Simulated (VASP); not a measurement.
The system is BeTe.

```
Be Te
1.0
     0.00000    2.82862    2.77347
     2.82862    0.00000    2.77347
     2.82862    2.82862    0.00000
Be Te
1 1
Direct
  0.00000 0.00000 0.00000
  0.25000 0.25000 0.25000
```

This cell differs from its parent crystal: uniaxial z strain -1.9%.

Base run:

- Program: VASP 6.6.1
- Functional: r2SCAN
- Potentials or basis: VASP PAW PBE potentials, release 64 (Be, Te)
- Cutoff: 520 eV
- k mesh: 8 × 8 × 8
- Occupations: gaussian, width 0.01 eV
- Spin: no spin polarisation

Its results: band gap on the k mesh 2.16 eV (least direct gap 3.92 eV); pressure 1.4 GPa.

Task: The run is repeated on the same cell with these changes: functional from r2SCAN to HSE06; k mesh from 8 × 8 × 8 to 6 × 6 × 6. What comes out?

Result: Band gap on the k mesh 2.46 eV (least direct gap 4.37 eV); pressure 0.2 GPa.

Several settings changed at once.

Caveats: the PAW data sets were made with another functional, which shifts forces and pressure a little; spin-orbit coupling is left out, which moves the levels of the heavy elements.

A k mesh can miss the band edges.
